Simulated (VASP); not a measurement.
# B5N (P-62m) in VASP: notebook

Runs on B5N. Level: PBE. Tasks: single point, relaxation of cell and atoms.

Everything below comes from runs of VASP 6.6.1. Logs are shortened: lines on timing, memory, paths and dates and some standing lists are left out, and cuts for length are marked.

**1. The cell of the first run**

The structure is hexagonal, space group P-62m (No. 189). The conventional cell has a = 3.920 Å, b = 3.920 Å, c = 3.664 Å, α = 90.00°, β = 90.00°, γ = 120.00°. Within 3.0 Å of B (site symmetry m2m) lie 10 B at 2.25 to 2.28 Å and 2 N at 2.25 Å. B (site symmetry -6) has 9 B at 2.25 to 2.26 Å and 3 N at 2.26 Å within 3.0 Å. Within 3.0 Å of N (site symmetry -62m) lie 12 B at 2.25 to 2.26 Å.

The cell was built from a structure type or drawn by symmetry, and may not be a known phase.

**2. Single point, PBE**

Contents of INCAR:

```
SYSTEM = B5N
PREC     = Accurate       ! precision mode
ENCUT    = 520            ! plane-wave cutoff, eV
EDIFF    = 1E-6           ! SCF threshold, eV
ISMEAR   = 0              ! smearing method
SIGMA    = 0.1            ! smearing width, eV
LREAL    = .FALSE.        ! projectors in reciprocal space
LASPH    = .TRUE.         ! aspherical terms in the spheres
NELM     = 60             ! most SCF steps
ALGO     = Normal         ! electronic algorithm
ISIF     = 2              ! what is computed and relaxed
LWAVE    = .FALSE.        ! write WAVECAR
LCHARG   = .FALSE.        ! write CHGCAR
GGA      = PE             ! functional
NBANDS   = 19             ! bands
```

Contents of KPOINTS:

```
Automatic mesh
0
G
  6 6 6
  0 0 0
```

Contents of POSCAR:

```
B5N
1.0
    3.9202774600      0.0000000000      0.0000000000
   -1.9601387300      3.3950598700      0.0000000000
    0.0000000000      0.0000000000      3.6636087100
B N
5 1
Direct
    0.6647854400      0.6647854400      0.0000000000
    0.3333333300      0.6666666700      0.5000000000
    0.0000000000      0.3352145600      0.0000000000
    0.3352145600      0.0000000000      0.0000000000
    0.6666666700      0.3333333300      0.5000000000
    0.0000000000      0.0000000000      0.5000000000
```

Potentials or basis: VASP PAW PBE potentials, release 64 (B, N).

Command:

```console
$ cat potpaw_PBE.64/B/POTCAR potpaw_PBE.64/N/POTCAR > POTCAR
$ mpirun -np 1 vasp_std > vasp.out
```

OUTCAR:

```text
SYSTEM = B5N
   PREC = Accurate
   ENCUT = 520
   EDIFF = 1E-6
   ISMEAR = 0
   LREAL = .FALSE.
   LASPH = .TRUE.
   NELM = 60
   ISIF = 2
   GGA = PE

 ion  position               nearest neighbor table
   1  0.665  0.665  0.000-
   2  0.333  0.667  0.500-
   3  0.000  0.335  0.000-
   4  0.335  0.000  0.000-
   5  0.667  0.333  0.500-
   6  0.000  0.000  0.500-

  LATTYP: Found a hexagonal cell.
 ALAT       =     3.9202774600
 C/A-ratio  =     0.9345279122

  Lattice vectors:

 A1 = (   3.9202774600,   0.0000000000,   0.0000000000)
 A2 = (  -1.9601387300,   3.3950598700,   0.0000000000)
 A3 = (   0.0000000000,   0.0000000000,   3.6636087100)

Analysis of symmetry for initial positions (statically):
=====================================================================
 Subroutine PRICEL returns:
 Original cell was already a primitive cell.

 Routine SETGRP: Setting up the symmetry group for a
 hexagonal supercell.

 Subroutine GETGRP returns: Found 12 space group operations
 (whereof 12 operations were pure point group operations)
 out of a pool of 24 trial point group operations.

The static configuration has the point symmetry D_3h.

Analysis of symmetry for dynamics (positions and initial velocities):
=====================================================================
 Subroutine PRICEL returns:
 Original cell was already a primitive cell.

 Routine SETGRP: Setting up the symmetry group for a
 hexagonal supercell.

 Subroutine GETGRP returns: Found 12 space group operations
 (whereof 12 operations were pure point group operations)
 out of a pool of 24 trial point group operations.

The dynamic configuration has the point symmetry D_3h.

 Subroutine INISYM returns: Found 12 space group operations
 (whereof 12 operations are pure point group operations),
 and found     1 'primitive' translations

----------------------------------------------------------------------------------------

                                     Primitive cell

  volume of cell :      48.7611

  direct lattice vectors                    reciprocal lattice vectors
     3.920277460  0.000000000  0.000000000     0.255083986  0.147272808  0.000000000
    -1.960138730  3.395059870  0.000000000     0.000000000  0.294545616  0.000000000
     0.000000000  0.000000000  3.663608710     0.000000000  0.000000000  0.272954914

  length of vectors
     3.920277460  3.920277460  3.663608710     0.294545616  0.294545616  0.272954914

  position of ions in fractional coordinates (direct lattice)
     0.664785440  0.664785440  0.000000000
     0.333333330  0.666666670  0.500000000
     0.000000000  0.335214560  0.000000000
     0.335214560  0.000000000  0.000000000
     0.666666670  0.333333330  0.500000000
     0.000000000  0.000000000  0.500000000

  ion indices of the primitive-cell ions
   primitive index   ion index
                 1           1
                 2           2
                 3           3
                 4           4
                 5           5
                 6           6

----------------------------------------------------------------------------------------

 KPOINTS: Automatic mesh

Automatic generation of k-mesh.
 Grid dimensions read from file:
 generate k-points for:    6    6    6

 Generating k-lattice:

  Cartesian coordinates                     Fractional coordinates (reciprocal lattice)
     0.042513998  0.024545468  0.000000000     0.166666667  0.000000000  0.000000000
     0.000000000  0.049090936  0.000000000     0.000000000  0.166666667  0.000000000
     0.000000000  0.000000000  0.045492486     0.000000000  0.000000000  0.166666667

  Length of vectors
     0.049090936  0.049090936  0.045492486

  Shift w.r.t. Gamma in fractional coordinates (k-lattice)
     0.000000000  0.000000000  0.000000000

 Subroutine IBZKPT returns following result:
 ===========================================

 Found     28 irreducible k-points:

 Following reciprocal coordinates:
            Coordinates               Weight
  0.000000  0.000000  0.000000      1.000000
  0.166667 -0.000000  0.000000      6.000000
  0.333333 -0.000000  0.000000      6.000000
  0.500000 -0.000000  0.000000      3.000000
  0.166667  0.166667  0.000000      6.000000
  0.333333  0.166667  0.000000     12.000000
[... 16 lines left out ...]
  0.166667 -0.000000  0.500000      6.000000
  0.333333 -0.000000  0.500000      6.000000
 [... further k-points ...]
   k-points           NKPTS =     28   k-points in BZ     NKDIM =     28   number of bands    NBANDS=     19
   number of dos      NEDOS =    301   number of ions     NIONS =      6
   total plane-waves  NPLWV =  25200
   dimension x,y,z NGX =    30 NGY =   30 NGZ =   28
   dimension x,y,z NGXF=    60 NGYF=   60 NGZF=   56
   ions per type =               5   1
   NGX,Y,Z   is equivalent  to a cutoff of  12.72, 12.72, 12.71 a.u.
   NGXF,Y,Z  is equivalent  to a cutoff of  25.44, 25.44, 25.41 a.u.
 SYSTEM =  B5N
[... 28 lines left out ...]
     AMIX     =   0.40;   BMIX     =  1.00
     AMIX_MAG =   1.60;   BMIX_MAG =  1.00
  volume/ion in A,a.u.               =       8.13        54.84
  Fermi-wavevector in a.u.,A,eV,Ry     =   1.216355  2.298578 20.130089  1.479520
  Thomas-Fermi vector in A             =   2.351712
   LORBIT       =      0    0 simple, 1 ext, 2 COOP (PROOUT), +10 PAW based schemes
   GGA     = PE    functional components
   LHFCALC =     F    Hartree Fock is set to
   AEXX    =    0.0000 exact exchange contribution
   IVDW    =     0    specifies the selected vdW correction
   LEPSILON=     F    determine dielectric tensor
   LRPA    =     F    only Hartree local field effects (RPA)
 non-spin polarized calculation
 Gauss-broadening in eV      SIGMA  =   0.10
  energy-cutoff  :      520.00
  volume of cell :       48.76
 maximum number of plane-waves:      1346
 NGX is ok and might be reduce to    30
   NGX = 15   NGY = 15   NGZ = 13

 number of electron      20.0000000 magnetization

 Free energy of the ion-electron system (eV)
  ---------------------------------------------------
  ext. energy  EPLUGINS =         0.00000000
  ---------------------------------------------------
  free energy    TOTEN  =       -28.44221814 eV

  energy without entropy =      -28.43048914  energy(sigma->0) =      -28.43635364

 E-fermi :   6.4280     XC(G=0): -11.8010

 val. band max:        6.4225890741   @ k =   0.1667   0.1667   0.3333
 cond. band min:       6.4695243660   @ k =   0.3333  -0.0000   0.1667
 fundamental gap:      0.0469352919
 Fermi energy:         6.4280012533

 k-point     1 :       0.0000    0.0000    0.0000
  band No.  band energies     occupation
      1     -10.5948      2.00000
      2      -3.8640      2.00000
      3      -0.8921      2.00000
      4       0.8859      2.00000
      5       0.8859      2.00000
      6       1.7448      2.00000
[... 11 lines left out ...]
     18      10.7195      0.00000
     19      11.3979      0.00000

 k-point     2 :       0.1667   -0.0000    0.0000
  band No.  band energies     occupation
      1     -10.3709      2.00000
      2      -4.2913      2.00000
      3      -0.8950      2.00000
      4      -0.5847      2.00000
      5      -0.1181      2.00000
      6       0.9597      2.00000
[... 11 lines left out ...]
     18      11.1554      0.00000
     19      12.6683      0.00000

 k-point     3 :       0.3333   -0.0000    0.0000
  band No.  band energies     occupation
      1      -9.7920      2.00000
      2      -5.4130      2.00000
      3      -2.2068      2.00000
      4      -0.9741      2.00000
      5       0.3072      2.00000
      6       1.1592      2.00000
[... 11 lines left out ...]
     18      12.5328      0.00000
     19      12.7435      0.00000

 k-point     4 :       0.5000   -0.0000    0.0000
  band No.  band energies     occupation
      1      -9.3694      2.00000
      2      -6.1416      2.00000
      3      -2.5686      2.00000
      4      -1.2668      2.00000
      5       1.3353      2.00000
      6       1.5964      2.00000
[... 407 lines left out ...]
     18      13.2682      0.00000
     19      13.3340      0.00000

 k-point    23 :       0.1667   -0.0000    0.5000
  band No.  band energies     occupation
      1      -9.3751      2.00000
      2      -6.2419      2.00000
      3      -1.8369      2.00000
      4       0.4741      2.00000
      5       0.8315      2.00000
      6       1.2947      2.00000
[... 11 lines left out ...]
     18      13.0905      0.00000
     19      13.3104      0.00000

 k-point    24 :       0.3333   -0.0000    0.5000
  band No.  band energies     occupation
      1      -8.9525      2.00000
      2      -5.3572      2.00000
      3      -3.2443      2.00000
      4      -1.9035      2.00000
      5      -0.0148      2.00000
      6       0.4028      2.00000
[... 11 lines left out ...]
     18      12.6345      0.00000
     19      13.1620      0.00000

 [... further k-points ...]
[... 5 lines left out ...]
  --------------------------------------------------------------------------------------
  -------------------------------------------------------------------------------------
  Total      -10.6112604    -10.6112604    -11.1182406      0.0000000      0.0000000      0.0000000
  in kB     -348.6616871   -348.6616870   -365.3198953      0.0000000      0.0000000      0.0000000
  external PRESSURE =    -354.2144231 kB  Pullay stress =       0.0000000 kB

 VOLUME and BASIS-vectors are now :
 -----------------------------------------------------------------------------
  energy-cutoff  :      520.00
  volume of cell :       48.76
      direct lattice vectors                 reciprocal lattice vectors
     3.920277460  0.000000000  0.000000000     0.255083986  0.147272808  0.000000000
    -1.960138730  3.395059870  0.000000000     0.000000000  0.294545616  0.000000000
     0.000000000  0.000000000  3.663608710     0.000000000  0.000000000  0.272954914

 POSITION                                       TOTAL-FORCE (eV/Angst)
 -----------------------------------------------------------------------------------
      1.30307      2.25699      0.00000        -0.428369     -0.741958      0.000000
     -0.00000      2.26337      1.83180        -0.000000     -0.000000      0.000000
     -0.65707      1.13807      0.00000        -0.428369      0.741958     -0.000000
      1.31413      0.00000      0.00000         0.856739      0.000000      0.000000
      1.96014      1.13169      1.83180        -0.000000     -0.000000      0.000000
      0.00000      0.00000      1.83180        -0.000000     -0.000000      0.000000
 -----------------------------------------------------------------------------------
    total drift:                               -0.000000     -0.000000      0.000000

  FREE ENERGIE OF THE ION-ELECTRON SYSTEM (eV)
  ---------------------------------------------------
  free  energy   TOTEN  =       -28.4422181394 eV

  energy  without entropy=      -28.4304891411  energy(sigma->0) =      -28.43635364
```

It took 22 s on 1 thread of Intel Xeon 8259CL, shared host; peak memory 0.17 GiB.

Results:

```
Free energy            : -28.4422 eV
Pressure               : -35.4 GPa
Largest force          : 0.857 eV/Å
Band gap on the k mesh : zero (bands 10 and 11 overlap by 3.61 eV)
```

Forces on the atoms (eV/Å):
```
B   -0.428 -0.742  0.000
B    0.000  0.000  0.000
B   -0.428  0.742  0.000
B    0.857  0.000  0.000
B    0.000  0.000  0.000
N    0.000  0.000  0.000
```

Stress tensor (GPa, compression positive):
```
-34.87   0.00   0.00
  0.00 -34.87   0.00
  0.00   0.00 -36.53
```

Caveat: the cell stands under tension.

**3. Relaxation of cell and atoms, PBE**

Contents of INCAR:

```
SYSTEM = B5N
PREC     = Accurate       ! precision mode
ENCUT    = 600            ! plane-wave cutoff, eV
EDIFF    = 1E-6           ! SCF threshold, eV
ISMEAR   = 0              ! smearing method
SIGMA    = 0.1            ! smearing width, eV
LREAL    = .False.        ! projectors in reciprocal space
LASPH    = .True.         ! aspherical terms in the spheres
NELM     = 100            ! most SCF steps
ALGO     = Normal         ! electronic algorithm
ISIF     = 3              ! what is computed and relaxed
LWAVE    = .False.        ! write WAVECAR
LCHARG   = .False.        ! write CHGCAR
GGA      = PE             ! functional
IBRION   = 2              ! ionic algorithm
NSW      = 90             ! ionic steps
EDIFFG   = -0.04          ! ionic threshold
```

Contents of KPOINTS:

```
Automatic mesh
0
Gamma
  6 6 6
  0 0 0
```

POSCAR is that of step 2.

Potentials or basis: VASP PAW PBE potentials, release 64 (B, N).

Command:

```console
$ cat potpaw_PBE.64/B/POTCAR potpaw_PBE.64/N/POTCAR > POTCAR
$ mpirun -np 1 vasp_std > vasp.out
```

Run time: 6.9 min. Hardware: 1 thread of Intel Xeon 8259CL, shared host; peak memory 0.19 GiB.

It converged, with:

```yaml
Free_energy: -32.6374 eV
Relaxed_volume: 7.90 Å³/atom
Relaxed_cell: a = 3.292 Å, b = 3.292 Å, c = 5.054 Å, α = 90.00°, β = 90.00°, γ = 120.00°
Space_group_after_relaxing_to_0.1_Å: P-62m (No. 189)
Energy_gained_by_relaxing: 698.7 meV/atom
Ionic_steps: 29
Pressure_after_relaxing: -0.1 GPa
Largest_force_after_relaxing: 0.003 eV/Å
Band_gap_on_the_k_mesh: zero (bands 10 and 11 overlap by 1.97 eV)
```

Forces on the atoms (eV/Å):
```
B    0.002  0.003  0.000
B    0.000  0.000  0.000
B    0.002 -0.003  0.000
B   -0.003  0.000  0.000
B    0.000  0.000  0.000
N    0.000  0.000  0.000
```

Stress tensor (GPa, compression positive):
```
 0.08  0.00  0.00
 0.00  0.08  0.00
 0.00  0.00 -0.50
```

The path:
| step | energy change (eV) | largest force (eV/Å) | pressure (GPa) | volume (Å³) |
| --- | --- | --- | --- | --- |
| 1 | 0.0000 | 0.8571 | -35.48 | 48.76 |
| 2 | -1.7653 | 1.0246 | 0.34 | 37.13 |
| 3 | -1.7664 | 1.0246 | 1.99 | 36.88 |
| 4 | -1.9080 | 0.7578 | 2.82 | 36.77 |
| 5 | -2.1655 | 0.3284 | 9.93 | 36.46 |
| 6 | -2.4179 | 0.0291 | 26.59 | 35.80 |
| 7 | -2.4820 | 0.0131 | 25.35 | 35.99 |
| 8 | -2.6595 | 0.0649 | 21.11 | 36.54 |
| 9 | -2.9056 | 0.3108 | 11.91 | 37.64 |
| 10 | -2.9242 | 0.8372 | -7.17 | 39.85 |
| 11 | -2.9848 | 0.6608 | 0.25 | 38.99 |
| 12 | -3.0679 | 0.6444 | 0.95 | 39.01 |
| 13 | -3.2902 | 0.5630 | 3.62 | 39.07 |
| 14 | -3.6454 | 0.2373 | 10.49 | 39.07 |
| 15 | -3.5734 | 0.5010 | 34.44 | 38.62 |
| 16 | -3.7923 | 0.1076 | 19.29 | 38.92 |
| 17 | -3.9333 | 0.0704 | 13.79 | 40.28 |
| 18 | -4.1527 | 0.0773 | 1.69 | 44.45 |
| 19 | -4.1763 | 0.1395 | -2.22 | 46.37 |
| 20 | -4.1763 | 0.1438 | -2.49 | 46.53 |
| 21 | -4.1857 | 0.0955 | -0.81 | 46.70 |
| 22 | -4.1870 | 0.0695 | 0.08 | 46.78 |
| 23 | -4.1870 | 0.0679 | 0.13 | 46.79 |
| 24 | -4.1875 | 0.0652 | 0.09 | 46.82 |
| 25 | -4.1888 | 0.0563 | -0.04 | 46.93 |
| 26 | -4.1906 | 0.0418 | -0.33 | 47.13 |
| 27 | -4.1915 | 0.0235 | -1.04 | 47.55 |
| 28 | -4.1919 | 0.0172 | -0.77 | 47.51 |
| 29 | -4.1924 | 0.0033 | -0.11 | 47.42 |

Final structure:
```
B N
1.0
     3.29152    0.00000    0.00000
    -1.64576    2.85054    0.00000
     0.00000    0.00000    5.05392
B N
5 1
Direct
  0.47657 0.47657 0.00000
  0.33333 0.66667 0.50000
  0.00000 0.52343 0.00000
  0.52343 0.00000 0.00000
  0.66667 0.33333 0.50000
  0.00000 0.00000 0.50000
```

Levels at points of the mesh, in eV from the Fermi level:
| k point | band 7 | band 8 | band 9 | band 10 | band 11 | band 12 | band 13 | band 14 |
| --- | --- | --- | --- | --- | --- | --- | --- | --- |
| (0.00, 0.00, 0.00) | -3.26 | -1.94 | -1.94 | -0.88 | -0.88 | -0.77 | 4.11 | 5.97 |
| (0.50, 0.00, 0.00) | -4.26 | -4.00 | -2.84 | -1.09 | 0.81 | 4.42 | 4.47 | 5.45 |
| (0.00, 0.00, 0.50) | -4.74 | -1.92 | -1.92 | -1.55 | -1.02 | -1.02 | 2.80 | 4.91 |
| (0.50, 0.00, 0.50) | -3.69 | -2.05 | -1.34 | -1.26 | 0.01 | 1.84 | 3.69 | 5.11 |

Caveat: a cell axis changed by over 15 % at a fixed basis, so the end point is rough.

**4. Single point, PBE, collinear spin, ferromagnetic start**

Contents of INCAR:

```
SYSTEM = B5N
PREC = Accurate ; ENCUT = 520
EDIFF = 1E-6 ; ISMEAR = 0
SIGMA = 0.1 ; LREAL = .FALSE.
LASPH = .TRUE. ; NELM = 150
ALGO = Normal ; ISIF = 2
LWAVE = .FALSE. ; LCHARG = .FALSE.
ISPIN = 2 ; MAGMOM = 0 0 0 0 0 1
LORBIT = 11 ; GGA = PE
NBANDS = 23
```

Contents of KPOINTS:

```
regular mesh
0
G
  6 6 6
  0 0 0
```

POSCAR is that of step 3.

Command:

```console
$ cat potpaw_PBE.64/B/POTCAR potpaw_PBE.64/N/POTCAR > POTCAR
$ mpirun -np 1 vasp_std > vasp.out
```

It took 73 s on 1 thread of Intel Xeon 8259CL, shared host; peak memory 0.2 GiB.

Results (log left out):

- Free energy: -28.4422 eV
- Pressure: -35.4 GPa
- Largest force: 0.857 eV/Å
- Band gap on the k mesh: zero (filled and empty bands overlap)
- Net moment: 0.00 μB per cell
- Valence electrons inside the program's atomic spheres: B 1.46; N 3.42

Forces on the atoms (eV/Å):
```
B   -0.428 -0.742  0.000
B    0.000  0.000  0.000
B   -0.428  0.742  0.000
B    0.857  0.000  0.000
B    0.000  0.000  0.000
N    0.000  0.000  0.000
```

Stress tensor (GPa, compression positive):
```
-34.87   0.00   0.00
  0.00 -34.87   0.00
  0.00   0.00 -36.54
```

Levels at points of the mesh, in eV from the Fermi level:
Spin up:
| k point | band 7 | band 8 | band 9 | band 10 | band 11 | band 12 | band 13 | band 14 |
| --- | --- | --- | --- | --- | --- | --- | --- | --- |
| (0.00, 0.00, 0.00) | -4.51 | -4.49 | -4.49 | -0.37 | 0.88 | 1.25 | 1.25 | 2.86 |
| (0.50, 0.00, 0.00) | -4.01 | -3.63 | -0.67 | -0.60 | 0.12 | 1.23 | 2.38 | 3.15 |
| (0.00, 0.00, 0.50) | -3.96 | -2.60 | -2.60 | -2.15 | -2.15 | -0.45 | -0.44 | -0.44 |
| (0.50, 0.00, 0.50) | -5.76 | -3.42 | 0.67 | 1.47 | 1.64 | 2.75 | 4.73 | 4.89 |
Spin down:
```tsv
k point	band 8	band 9	band 10	band 11	band 12	band 13
(0.00, 0.00, 0.00)	-4.49	-4.49	-0.37	0.88	1.25	1.25
(0.50, 0.00, 0.00)	-3.63	-0.67	-0.60	0.12	1.23	2.38
(0.00, 0.00, 0.50)	-2.60	-2.60	-2.15	-2.15	-0.45	-0.44
(0.50, 0.00, 0.50)	-3.42	0.67	1.47	1.64	2.75	4.73
```

Caveat: the cell stands under tension.

**5. The runs side by side**

```csv
task,spin,cell,cutoff (eV),gap on the mesh (eV),pressure (GPa),largest force (eV/Å)
single point,off,as given,520,none,-35.4,0.86
relaxation of cell and atoms,off,relaxed,600,none,-0.1,-
single point,"collinear, ferromagnetic start",as given,520,none,-35.4,0.86
```

Alike in all rows: level PBE; potentials or basis VASP PAW PBE potentials, release 64 (B, N); k mesh 6 × 6 × 6; smearing gaussian 0.1 eV.

Caveats: the cell stands under tension (at least some runs); a cell axis changed by over 15 % at a fixed basis, so the end point is rough (at least some runs).

Absolute energies hang on the potentials; compare differences alone.
